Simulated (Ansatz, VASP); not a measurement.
Given: the input of a run of Ansatz 0.2.0 on BaAg2As2.

input.yaml

```yaml
crystal:
  lattice:
    - [-2.30125, 2.30125, 5.4336]
    - [2.30125, -2.30125, 5.4336]
    - [2.30125, 2.30125, -5.4336]
  atoms:
    - { symbol: Ba, position: [0.0, 0.0, 0.0] }
    - { symbol: Ag, position: [0.25, 0.75, 0.5] }
    - { symbol: Ag, position: [0.75, 0.25, 0.5] }
    - { symbol: As, position: [0.6158, 0.6158, 0.0] }
    - { symbol: As, position: [0.3842, 0.3842, 0.0] }
hamiltonian:
  xc: pbe
  pseudopotentials: { kind: paw }
kpoints:
  mp_grid: { grid: [8, 8, 8] }
scf:
  occupations: { method: fermi_dirac, width: 0.05 }
output:
  forces: true
  stress: true
  eigenvalues: true
```

Potentials or basis: Ansatz PAW.

Run with:

```bash
$ ansatz run input.yaml --threads 2 --pin off --max-ram 5120MiB --backend cpu --events-out ev --progress --plain --runs-dir out
```

Task: Set up the same calculation for VASP 6.6.1. Potentials there: VASP PAW PBE potentials, release 64 (Ba_sv, Ag, As).

Result: As run (the cutoff follows the program's own potentials):

Contents of INCAR:

```
PREC     = Accurate       # precision mode
ENCUT    = 520            # plane-wave cutoff, eV
EDIFF    = 1E-7           # SCF threshold, eV
ISMEAR   = -1             # smearing method
SIGMA    = 0.05           # smearing width, eV
LREAL    = F              # projectors in reciprocal space
LASPH    = T              # aspherical terms in the spheres
NELM     = 80             # most SCF steps
ALGO     = Fast           # electronic algorithm
ISIF     = 2              # what is computed and relaxed
LWAVE    = F              # write WAVECAR
LCHARG   = F              # write CHGCAR
GGA      = PE             # functional
NBANDS   = 29             # bands
```

File KPOINTS:

```
regular mesh
0
Gamma
  8 8 8
```

POSCAR

```
BaAg2As2
1.0
   -2.3012500000      2.3012500000      5.4336000000
    2.3012500000     -2.3012500000      5.4336000000
    2.3012500000      2.3012500000     -5.4336000000
Ba Ag As
1 2 2
Direct
    0.0000000000      0.0000000000      0.0000000000
    0.2500000000      0.7500000000      0.5000000000
    0.7500000000      0.2500000000      0.5000000000
    0.6158000000      0.6158000000      0.0000000000
    0.3842000000      0.3842000000      0.0000000000
```

Potentials or basis: VASP PAW PBE potentials, release 64 (Ba_sv, Ag, As).

The run is started by

```sh
$ cat potpaw_PBE.64/Ba_sv/POTCAR potpaw_PBE.64/Ag/POTCAR potpaw_PBE.64/As/POTCAR > POTCAR
$ mpirun -np 1 vasp_std > vasp.out
```

Both were run:

|  | VASP | Ansatz | Ansatz less VASP |
| --- | --- | --- | --- |
| gap on the k mesh at the Fermi level (eV) | none | none | - |
| pressure (GPa) | 3.0 | 2.6 | -0.40 |
| traceless stress, the component that is largest in VASP (GPa) | 1.55 | 1.51 | -0.046 |
| rms of the force components (eV/Å) | 0.099 | 0.083 | -0.0159 |

Atom by atom the forces differ by 0.016 eV/Å (rms over components). A gap of «none» marks a metal or a gap that the smearing closes. VASP's potentials hold 42 valence electrons a cell and Ansatz's 78, so a difference there can come from the potentials and not from the codes.

Spin-orbit coupling is off throughout.
